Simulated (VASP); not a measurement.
# SrO: single point with PBEsol

Crystal: SrO.

```
Sr O
1.0
     4.27547    0.00000    0.00000
    -2.13773    3.70266    0.00000
     0.00000    0.00000    5.15559
Sr O
2 2
Direct
  0.33333 0.66667 0.93813
  0.66667 0.33333 0.43813
  0.33333 0.66667 0.43687
  0.66667 0.33333 0.93687
```

```json
{
  "Program": "VASP 6.6.1",
  "Task": "single point",
  "Functional": "PBEsol",
  "Potentials or basis": "VASP PAW PBE potentials, release 64 (Sr_sv, O)",
  "Cutoff": "520 eV",
  "k mesh": "4 × 4 × 3",
  "Occupations": "fermi-dirac, width 0.01 eV",
  "Spin": "no spin polarisation",
  "Dipole correction": "no",
  "Further INCAR settings": "ALGO = Normal; EDIFF = 1e-06; NBANDS = 24"
}
```

```
Pressure               : -1.5 GPa
Largest force          : 0.013 eV/Å
Band gap on the k mesh : 2.50 eV
```

Forces in eV/Å, atoms in the order of the input:
```
Sr   0.000  0.000 -0.013
Sr   0.000  0.000 -0.013
O    0.000  0.000  0.013
O    0.000  0.000  0.013
```

Levels at points of the mesh, in eV from the valence-band top:
```tsv
k point	band 12	band 13	band 14	band 15	band 16	band 17	band 18	band 19	band 20	band 21
(0.00, 0.00, 0.00)	-1.06	-0.90	-0.90	-0.34	0.00	2.50	6.05	6.05	7.07	7.99
(0.50, 0.00, 0.00)	-0.87	-0.37	-0.36	-0.35	-0.27	4.20	4.74	4.98	7.05	7.99
```

It took 28 s on 1 thread of Intel Xeon 8259CL (shared host), peak memory 0.19 GiB.

Caveat: the k points lie up to 0.42 Å⁻¹ apart; the PAW data sets were made with another functional, which shifts forces and pressure a little.
